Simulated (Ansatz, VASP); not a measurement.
**One calculation of PbSe, two programs**

```
CELL_PARAMETERS angstrom
0.00000 3.57177 3.42320
3.57177 0.00000 3.42320
3.57177 3.57177 0.00000
ATOMIC_POSITIONS crystal
Pb 0.00000 0.00000 0.00000
Se 0.25000 0.25000 0.25000
```

Change from the starting cell: biaxial_xy strain +4.3%.

Alike in both runs: task single point; functional HSE06; k mesh 4 × 4 × 4; no spin polarisation.

|  | VASP | Ansatz |
| --- | --- | --- |
| version | VASP 6.6.1 | Ansatz 0.2.0 |
| potentials or method | VASP PAW PBE potentials, release 64 (Pb_d, Se) | plane waves, PAW |
| plane-wave cutoff (eV) | 520 | 420 |
| occupations | gaussian, width 0.01 eV | fixed |
| valence electrons in the cell | 20 | 30 |

```csv
,VASP,Ansatz,Ansatz less VASP
gap on the k mesh at the Fermi level (eV),1.15,1.14,-0.010
pressure (GPa),-2.4,-2.3,+0.05
"traceless stress, the component that is largest in VASP (GPa)",0.22,0.22,-0.003
```

VASP's potentials hold 20 valence electrons a cell and Ansatz's 30, so a difference there can come from the potentials and not from the codes. Ansatz's warnings: stress exchange threshold loose, stress scf threshold loose.

Spin-orbit coupling is off throughout.
